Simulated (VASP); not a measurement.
# Si (P6_3/mmc) in VASP: a series of runs

Runs on Si. Level: PBE+D3(BJ). Tasks: single point.

All numbers are computed with VASP 6.6.1; they aren't measurements. Logs are shortened: lines on timing, memory, paths and dates and some standing lists are left out, and cuts for length are marked.

## Step 1: The cell of the first run

Symmetry: P6_3/mmc, No. 194, hexagonal system. The conventional cell has a = 2.663 Å, b = 2.663 Å, c = 4.554 Å, α = 90.00°, β = 90.00°, γ = 120.00°. Within 3.5 Å of Si (site symmetry -6m2) lie 12 Si at 2.66 to 2.75 Å.

This isn't the form of Si at room conditions, which is diamond.

## Step 2: Single point, PBE+D3(BJ) (13.98 Å³/atom)

File INCAR:

```
SYSTEM = Si
PREC = Accurate ; ENCUT = 520
EDIFF = 1E-6 ; ISMEAR = 0
SIGMA = 0.1 ; LREAL = .FALSE.
LASPH = .TRUE. ; NELM = 100
ALGO = Normal ; ISIF = 2
LWAVE = .FALSE. ; LCHARG = .FALSE.
GGA = PE ; IVDW = 12
NBANDS = 11
```

File KPOINTS:

```
regular mesh
0
G
  18 18 10
  0 0 0
```

File POSCAR:

```
Si
1.0
    2.6631079515      0.0000000000      0.0000000000
   -1.3315539758      2.3063191390      0.0000000000
    0.0000000000      0.0000000000      4.5536377961
Si
2
Direct
    0.3333333333      0.6666666667      0.2500000000
    0.6666666667      0.3333333333      0.7500000000
```

Potentials or basis: VASP PAW PBE potentials, release 64 (Si).

Run with:

```
$ cat potpaw_PBE.64/Si/POTCAR > POTCAR
$ mpirun -np 1 vasp_std > vasp.out
```

OUTCAR:

```text
SYSTEM = Si
   PREC = Accurate
   ENCUT = 520
   EDIFF = 1E-6
   ISMEAR = 0
   LREAL = .FALSE.
   LASPH = .TRUE.
   NELM = 100
   ISIF = 2
   GGA = PE
   IVDW = 12
 IVDW          = 12

 ion  position               nearest neighbor table
   1  0.333  0.667  0.250-   2 2.75   2 2.75   2 2.75   2 2.75   2 2.75   2 2.75
   2  0.667  0.333  0.750-   1 2.75   1 2.75   1 2.75   1 2.75   1 2.75   1 2.75

  LATTYP: Found a hexagonal cell.
 ALAT       =     2.6631079515
 C/A-ratio  =     1.7098960609

  Lattice vectors:

 A1 = (   2.6631079515,   0.0000000000,   0.0000000000)
 A2 = (  -1.3315539758,   2.3063191390,   0.0000000000)
 A3 = (   0.0000000000,   0.0000000000,   4.5536377961)

Analysis of symmetry for initial positions (statically):
=====================================================================
 Subroutine PRICEL returns:
 Original cell was already a primitive cell.

 Routine SETGRP: Setting up the symmetry group for a
 hexagonal supercell.

 Subroutine GETGRP returns: Found 24 space group operations
 (whereof 12 operations were pure point group operations)
 out of a pool of 24 trial point group operations.

The static configuration has the point symmetry D_3d.
 The point group associated with its full space group is D_6h.

Analysis of symmetry for dynamics (positions and initial velocities):
=====================================================================
 Subroutine PRICEL returns:
 Original cell was already a primitive cell.

 Routine SETGRP: Setting up the symmetry group for a
 hexagonal supercell.

 Subroutine GETGRP returns: Found 24 space group operations
 (whereof 12 operations were pure point group operations)
 out of a pool of 24 trial point group operations.

The dynamic configuration has the point symmetry D_3d.
 The point group associated with its full space group is D_6h.

 Subroutine INISYM returns: Found 24 space group operations
 (whereof 12 operations are pure point group operations),
 and found     1 'primitive' translations

----------------------------------------------------------------------------------------

                                     Primitive cell

  volume of cell :      27.9683

  direct lattice vectors                    reciprocal lattice vectors
     2.663107951  0.000000000  0.000000000     0.375501113  0.216795669  0.000000000
    -1.331553976  2.306319139  0.000000000     0.000000000  0.433591337  0.000000000
     0.000000000  0.000000000  4.553637796     0.000000000  0.000000000  0.219604642

  length of vectors
     2.663107951  2.663107952  4.553637796     0.433591337  0.433591337  0.219604642

  position of ions in fractional coordinates (direct lattice)
     0.333333333  0.666666667  0.250000000
     0.666666667  0.333333333  0.750000000

  ion indices of the primitive-cell ions
   primitive index   ion index
                 1           1
                 2           2

----------------------------------------------------------------------------------------

 KPOINTS: regular mesh

Automatic generation of k-mesh.
 Grid dimensions read from file:
 generate k-points for:   18   18   10

 Generating k-lattice:

  Cartesian coordinates                     Fractional coordinates (reciprocal lattice)
     0.020861173  0.012044204  0.000000000     0.055555556  0.000000000  0.000000000
     0.000000000  0.024088408  0.000000000     0.000000000  0.055555556  0.000000000
     0.000000000  0.000000000  0.021960464     0.000000000  0.000000000  0.100000000

  Length of vectors
     0.024088408  0.024088408  0.021960464

  Shift w.r.t. Gamma in fractional coordinates (k-lattice)
     0.000000000  0.000000000  0.000000000

 Subroutine IBZKPT returns following result:
 ===========================================

 Found    222 irreducible k-points:

 Following reciprocal coordinates:
            Coordinates               Weight
  0.000000  0.000000  0.000000      1.000000
  0.055556 -0.000000  0.000000      6.000000
  0.111111 -0.000000  0.000000      6.000000
  0.166667  0.000000  0.000000      6.000000
  0.222222 -0.000000  0.000000      6.000000
  0.277778  0.000000  0.000000      6.000000
[... 16 lines left out ...]
  0.333333  0.111111  0.000000     12.000000
  0.388889  0.111111  0.000000     12.000000
 [... further k-points ...]
   k-points           NKPTS =    222   k-points in BZ     NKDIM =    222   number of bands    NBANDS=     11
   number of dos      NEDOS =    301   number of ions     NIONS =      2
   total plane-waves  NPLWV =  14400
   dimension x,y,z NGX =    20 NGY =   20 NGZ =   36
   dimension x,y,z NGXF=    40 NGYF=   40 NGZF=   72
   ions per type =               2
   NGX,Y,Z   is equivalent  to a cutoff of  12.49, 12.49, 13.14 a.u.
   NGXF,Y,Z  is equivalent  to a cutoff of  24.97, 24.97, 26.29 a.u.
 SYSTEM =  Si
   PREC   = accura    normal or accurate (medium, high low for compatibility)
   ISTART =      0    job   : 0-new  1-cont  2-samecut
   ICHARG =      2    charge: 1-file 2-atom 10-const
   ISPIN  =      1    spin polarized calculation?
   LNONCOLLINEAR =      F non collinear calculations
   LSORBIT =      F    spin-orbit coupling
   LASPH  =      T    aspherical Exc in radial PAW
   ENCUT  =  520.0 eV  38.22 Ry    6.18 a.u.   4.95  4.95  8.47*2*pi/ulx,y,z
   NELM   =    100;   NELMIN=  2; NELMDL= -5     # of ELM steps
   EDIFF  = 0.1E-05   stopping-criterion for ELM
   LREAL  =      F    real-space projection
   EDIFFG = 0.1E-04   stopping-criterion for IOM
   NSW    =      0    number of steps for IOM
   IBRION =     -1    ionic relax: 0-MD 1-quasi-New 2-CG
   NFREE  =      0    steps in history (QN), initial steepest desc. (CG)
   ISIF   =      2    stress and relaxation
   ISYM   =      2    0-nonsym 1-usesym 2-fastsym
   POTIM  = 0.5000    time-step for ionic-motion
   TEBEG  =    0.0;   TEEND  =   0.0 temperature during run
   PSTRESS=    0.0 pullay stress
   NELECT =       8.0000    total number of electrons
   NUPDOWN=      -1.0000    fix difference up-down
   EMIN   =  10.00;   EMAX   =-10.00  energy-range for DOS
   EFERMI =   0.00;   METHOD = LEGACY
   ISMEAR =     0;   SIGMA  =   0.10  broadening in eV -4-tet -1-fermi 0-gaus
   EFERMI_NEDOS =   21; number of points for ismear=-14 and -15
   IALGO  =     38    algorithm
   IMIX   =      4    mixing-type and parameters
     AMIX     =   0.40;   BMIX     =  1.00
     AMIX_MAG =   1.60;   BMIX_MAG =  1.00
  volume/ion in A,a.u.               =      13.98        94.37
  Fermi-wavevector in a.u.,A,eV,Ry     =   1.078655  2.038363 15.830336  1.163497
  Thomas-Fermi vector in A             =   2.214600
   LORBIT       =      0    0 simple, 1 ext, 2 COOP (PROOUT), +10 PAW based schemes
   GGA     = PE    functional components
   LHFCALC =     F    Hartree Fock is set to
   AEXX    =    0.0000 exact exchange contribution
   IVDW    =    12    specifies the selected vdW correction
   LEPSILON=     F    determine dielectric tensor
   LRPA    =     F    only Hartree local field effects (RPA)
 non-spin polarized calculation
 Gauss-broadening in eV      SIGMA  =   0.10
  energy-cutoff  :      520.00
  volume of cell :       27.97
 maximum number of plane-waves:       774
 NGX is ok and might be reduce to    20
   NGX =  9   NGY =  9   NGZ = 17

 number of electron       8.0000001 magnetization

 Free energy of the ion-electron system (eV)
  ---------------------------------------------------
  ext. energy  EPLUGINS =         0.00000000
  ---------------------------------------------------
  free energy    TOTEN  =        -9.83339847 eV

  energy without entropy =       -9.82991214  energy(sigma->0) =       -9.83165531

 E-fermi :  10.6168     XC(G=0): -11.3322

 val. band max:       10.6155957262   @ k =   0.2778   0.0000   0.4000
 cond. band min:      10.6496055858   @ k =   0.2222   0.1667   0.0000
 fundamental gap:      0.0340098596
 Fermi energy:        10.6167799261

 k-point     1 :       0.0000    0.0000    0.0000
  band No.  band energies     occupation
      1      -4.1520      2.00000
      2       2.2590      2.00000
      3       3.2581      2.00000
      4      19.8247      0.00000
      5      19.8247      0.00000
      6      21.0624      0.00000
      7      21.0624      0.00000
      8      21.1006      0.00000
      9      21.4416      0.00000
     10      24.2100      0.00000
     11      24.8139      0.00000

 k-point     2 :       0.0556   -0.0000    0.0000
  band No.  band energies     occupation
      1      -4.0676      2.00000
      2       2.3422      2.00000
      3       3.3379      2.00000
      4      18.4506      0.00000
      5      19.0800      0.00000
      6      20.6132      0.00000
      7      21.0914      0.00000
      8      21.8625      0.00000
      9      22.2309      0.00000
     10      23.5043      0.00000
     11      24.0781      0.00000

 k-point     3 :       0.1111   -0.0000    0.0000
  band No.  band energies     occupation
      1      -3.8146      2.00000
      2       2.5916      2.00000
      3       3.5772      2.00000
      4      16.2451      0.00000
      5      18.0543      0.00000
      6      19.9260      0.00000
      7      20.9555      0.00000
      8      21.5477      0.00000
      9      22.4193      0.00000
     10      22.8653      0.00000
     11      24.0226      0.00000
[... 267 lines left out ...]
 k-point    23 :       0.3333    0.1111    0.0000
  band No.  band energies     occupation
      1       0.1854      2.00000
      2       5.9896      2.00000
      3       6.6094      2.00000
      4       7.3535      2.00000
      5      11.7036      0.00000
      6      12.2578      0.00000
      7      13.2211      0.00000
      8      17.4151      0.00000
      9      19.2629      0.00000
     10      20.3150      0.00000
     11      25.1312      0.00000

 k-point    24 :       0.3889    0.1111    0.0000
  band No.  band energies     occupation
      1       1.4097      2.00000
      2       4.3892      2.00000
      3       7.7152      2.00000
      4       8.4578      2.00000
      5      10.5370      1.74099
      6      11.5934      0.00000
      7      11.6812      0.00000
      8      17.2061      0.00000
      9      19.0068      0.00000
     10      20.1061      0.00000
     11      25.2445      0.00000

 [... further k-points ...]

------------------------ aborting loop because EDIFF is reached ----------------------------------------

 Edisp (eV)   -0.88781

 E8    (eV) :    -0.3629

  FORCE on cell =-STRESS in cart. coord.  units (eV):
  Direction    XX          YY          ZZ          XY          YZ          ZX
  --------------------------------------------------------------------------------------
  -------------------------------------------------------------------------------------
  Total      -0.49993    -0.49993    -0.47120     0.00000    -0.00000     0.00000
  in kB     -28.63855   -28.63855   -26.99269     0.00000    -0.00000     0.00000
  external pressure =      -28.09 kB  Pullay stress =        0.00 kB

 VOLUME and BASIS-vectors are now :
 -----------------------------------------------------------------------------
  energy-cutoff  :      520.00
  volume of cell :       27.97
      direct lattice vectors                 reciprocal lattice vectors
     2.663107951  0.000000000  0.000000000     0.375501113  0.216795669  0.000000000
    -1.331553976  2.306319139  0.000000000     0.000000000  0.433591337  0.000000000
     0.000000000  0.000000000  4.553637796     0.000000000  0.000000000  0.219604642

 POSITION                                       TOTAL-FORCE (eV/Angst)
 -----------------------------------------------------------------------------------
     -0.00000      1.53755      1.13841        -0.000000     -0.000000      0.000000
      1.33155      0.76877      3.41523         0.000000      0.000000      0.000000
 -----------------------------------------------------------------------------------
    total drift:                               -0.000000      0.000000     -0.000000

  FREE ENERGIE OF THE ION-ELECTRON SYSTEM (eV)
  ---------------------------------------------------
  free  energy   TOTEN  =       -10.7212078647 eV

  energy  without entropy=      -10.7177215360  energy(sigma->0) =      -10.71946470
```

It took 61 s on 1 thread of Intel Xeon 8259CL, shared host; peak memory 0.18 GiB.

Results:

| Property | Result |
| --- | --- |
| Free energy | -10.7212 eV |
| Pressure | -2.8 GPa |
| Band gap on the k mesh | zero (bands 4 and 5 overlap by 12.90 eV) |
| Dispersion energy per atom | -0.444 eV |

Stress tensor (GPa, compression positive):
```
-2.86  0.00  0.00
 0.00 -2.86  0.00
 0.00  0.00 -2.70
```

## Step 3: Single point, PBE+D3(BJ) (14.39 Å³/atom)

This run uses another cell than the first one, of 14.39 Å³/atom.

File INCAR:

```
SYSTEM = Si
ALGO = Normal ; EDIFF = 1E-7
ENCUT = 520 ; GGA = PE
ISIF = 2 ; ISMEAR = 0
IVDW = 12 ; LASPH = .TRUE.
LCHARG = .TRUE. ; LELF = .TRUE.
LREAL = .FALSE. ; LVHAR = .TRUE.
LWAVE = .FALSE. ; NBANDS = 11
NELM = 100 ; PREC = Accurate
SIGMA = 0.1
```

File KPOINTS:

```
k-points
0
G
  18 18 10
  0 0 0
```

File POSCAR:

```
Si
1.0
    2.6874260490      0.0000000000      0.0000000000
   -1.3437130245      2.3273792292      0.0000000000
    0.0000000000      0.0000000000      4.6018411313
Si
2
Direct
    0.3333333333      0.6666666667      0.2500000000
    0.6666666667      0.3333333333      0.7500000000
```

Potentials or basis: VASP PAW PBE potentials, release 64 (Si).

Run with:

```
$ cat potpaw_PBE.64/Si/POTCAR > POTCAR
$ mpirun -np 1 vasp_std > vasp.out
```

OUTCAR:

```text
SYSTEM = Si
   EDIFF = 1E-7
   ENCUT = 520
   GGA = PE
   ISIF = 2
   ISMEAR = 0
   IVDW = 12
   LASPH = .TRUE.
   LREAL = .FALSE.
   NELM = 100
   PREC = Accurate
 IVDW          = 12

 ion  position               nearest neighbor table
   1  0.333  0.667  0.250-   2 2.78   2 2.78   2 2.78   2 2.78   2 2.78   2 2.78
   2  0.667  0.333  0.750-   1 2.78   1 2.78   1 2.78   1 2.78   1 2.78   1 2.78

  LATTYP: Found a hexagonal cell.
 ALAT       =     2.6874260490
 C/A-ratio  =     1.7123600975

  Lattice vectors:
[... 528 lines left out ...]

 Edisp (eV)   -0.86184

 E8    (eV) :    -0.3522

  FORCE on cell =-STRESS in cart. coord.  units (eV):
  Direction    XX          YY          ZZ          XY          YZ          ZX
  --------------------------------------------------------------------------------------
  -------------------------------------------------------------------------------------
  Total      -0.93155    -0.93155    -0.90566     0.00000    -0.00000     0.00000
  in kB     -51.85402   -51.85402   -50.41284     0.00000    -0.00000     0.00000
  external pressure =      -51.37 kB  Pullay stress =        0.00 kB

 VOLUME and BASIS-vectors are now :
 -----------------------------------------------------------------------------
  energy-cutoff  :      520.00
  volume of cell :       28.78
      direct lattice vectors                 reciprocal lattice vectors
     2.687426049  0.000000000  0.000000000     0.372103262  0.214833919  0.000000000
    -1.343713024  2.327379229  0.000000000     0.000000000  0.429667837  0.000000000
     0.000000000  0.000000000  4.601841131     0.000000000  0.000000000  0.217304329

 POSITION                                       TOTAL-FORCE (eV/Angst)
 -----------------------------------------------------------------------------------
     -0.00000      1.55159      1.15046         0.000000     -0.000000      0.000000
      1.34371      0.77579      3.45138        -0.000000      0.000000      0.000000
 -----------------------------------------------------------------------------------
    total drift:                                0.000000     -0.000000      0.000000

  FREE ENERGIE OF THE ION-ELECTRON SYSTEM (eV)
  ---------------------------------------------------
  free  energy   TOTEN  =       -10.7009372009 eV

  energy  without entropy=      -10.6976277213  energy(sigma->0) =      -10.69928246
```

OSZICAR:

```text
N       E                     dE             d eps       ncg     rms          rms(c)
DAV:   1     0.587943573944E+01    0.58794E+01   -0.34209E+03  4884   0.612E+02
DAV:   2    -0.946599395816E+01   -0.15345E+02   -0.14619E+02  6480   0.836E+01
DAV:   3    -0.987822506299E+01   -0.41223E+00   -0.40794E+00  6390   0.114E+01
DAV:   4    -0.987971286134E+01   -0.14878E-02   -0.14877E-02  5897   0.863E-01
DAV:   5    -0.987971844514E+01   -0.55838E-05   -0.55841E-05  6220   0.492E-02    0.381E+00
DAV:   6    -0.985378627630E+01    0.25932E-01   -0.77884E-03  5583   0.416E-01    0.211E+00
DAV:   7    -0.983919624242E+01    0.14590E-01   -0.14916E-02  5339   0.572E-01    0.149E-01
DAV:   8    -0.983910240678E+01    0.93836E-04   -0.19876E-04  7016   0.972E-02    0.174E-02
DAV:   9    -0.983910275035E+01   -0.34357E-06   -0.24159E-06  5791   0.920E-03    0.283E-03
DAV:  10    -0.983910139051E+01    0.13598E-05   -0.12768E-07  5327   0.190E-03    0.195E-03
DAV:  11    -0.983910116129E+01    0.22922E-06   -0.96245E-09  3477   0.654E-04    0.196E-04
DAV:  12    -0.983910114638E+01    0.14905E-07   -0.89653E-10  3297   0.216E-04
   1 F= -.10700937E+02 E0= -.10699282E+02  d E =-.330948E-02
```

stdout:

```text
POSCAR found type information on POSCAR Si
 POSCAR found :  1 types and       2 ions
 scaLAPACK will be used
 LDA part: xc-table for (Slater+PW92), standard interpolation
 POSCAR, INCAR and KPOINTS ok, starting setup
 FFT: planning ... GRIDC
 FFT: planning ... GRID_SOFT
 FFT: planning ... GRID
 WAVECAR not read
 entering main loop
```

Run time: 76 s. Hardware: 1 thread of Intel Xeon 8259CL, shared host; peak memory 0.18 GiB.

What came out:

```yaml
Free_energy: -10.7009 eV
Pressure: -5.1 GPa
Band_gap_on_the_k_mesh: zero (bands 4 and 5 overlap by 12.58 eV)
Dispersion_energy_per_atom: -0.431 eV
```

Levels at points of the mesh, in eV from the Fermi level:
| k point | band 1 | band 2 | band 3 | band 4 | band 5 | band 6 | band 7 | band 8 |
| --- | --- | --- | --- | --- | --- | --- | --- | --- |
| (0.00, 0.00, 0.00) | -14.49 | -8.28 | -7.16 | 8.99 | 8.99 | 10.14 | 10.28 | 10.28 |
| (0.50, 0.00, 0.00) | -8.17 | -7.58 | -2.01 | -1.63 | -1.54 | 0.03 | 3.81 | 5.98 |
| (0.00, 0.00, 0.50) | -12.79 | -12.79 | 0.41 | 0.41 | 10.27 | 10.27 | 10.27 | 10.27 |
| (0.50, 0.00, 0.50) | -6.51 | -6.51 | -5.94 | -5.94 | 5.28 | 5.28 | 5.54 | 5.54 |

Caveat: the cell stands under tension.

## Step 4: Single point, PBE+D3(BJ) (14.93 Å³/atom)

This run uses another cell than the first one, of 14.93 Å³/atom.

File INCAR:

```
PREC = Accurate
ENCUT = 520
EDIFF = 1E-6
ISMEAR = 0
SIGMA = 0.1
LREAL = F
LASPH = T
NELM = 100
ALGO = Normal
ISIF = 2
LWAVE = F
LCHARG = F
GGA = PE
IVDW = 12
NBANDS = 11
```

File KPOINTS:

```
Automatic mesh
0
Gamma
  18 18 10
```

File POSCAR:

```
Si
1.0
    2.7194316071      0.0000000000      0.0000000000
   -1.3597158035      2.3550968556      0.0000000000
    0.0000000000      0.0000000000      4.6637493811
Si
2
Direct
    0.3333333333      0.6666666667      0.2500000000
    0.6666666667      0.3333333333      0.7500000000
```

Run with:

```
$ cat potpaw_PBE.64/Si/POTCAR > POTCAR
$ mpirun -np 1 vasp_std > vasp.out
```

It took 56 s on 1 thread of Intel Xeon 8259CL, shared host; peak memory 0.18 GiB.

It converged, with:

```yaml
Free_energy: -10.6571 eV
Pressure: -7.7 GPa
Band_gap_on_the_k_mesh: zero (bands 4 and 5 overlap by 12.27 eV)
Dispersion_energy_per_atom: -0.415 eV
```

Stress tensor (GPa, compression positive):
```
-7.76  0.00  0.00
 0.00 -7.76  0.00
 0.00  0.00 -7.68
```

Levels at points of the mesh, in eV from the Fermi level:
```tsv
k point	band 1	band 2	band 3	band 4	band 5	band 6	band 7	band 8	band 9
(0.00, 0.00, 0.00)	-14.14	-8.17	-6.91	8.71	8.71	9.71	10.06	10.06	10.59
(0.50, 0.00, 0.00)	-8.00	-7.36	-2.00	-1.73	-1.45	0.15	3.71	5.91	8.30
(0.00, 0.00, 0.50)	-12.49	-12.49	0.39	0.39	9.92	9.92	9.92	9.92	11.92
(0.50, 0.00, 0.50)	-6.37	-6.37	-5.78	-5.78	5.14	5.14	5.31	5.31	6.78
```

Caveat: the cell stands under tension.

## Step 5: Summary

```csv
cell,gap on the mesh (eV),pressure (GPa)
"a = 2.663, b = 2.663, c = 4.554 Å, angles 90.0, 90.0, 120.0°, 2 atoms",none,-2.8
"a = 2.687, b = 2.687, c = 4.602 Å, angles 90.0, 90.0, 120.0°, 2 atoms",none,-5.1
"a = 2.719, b = 2.719, c = 4.664 Å, angles 90.0, 90.0, 120.0°, 2 atoms",none,-7.7
```

Alike in all rows: task single point; level PBE+D3(BJ); potentials or basis VASP PAW PBE potentials, release 64 (Si); no spin polarisation; k mesh 18 × 18 × 10; cutoff (eV) 520; smearing gaussian 0.1 eV.

Caveats: the cell stands under tension (at least some runs).

Absolute energies hang on the potentials; compare differences alone.
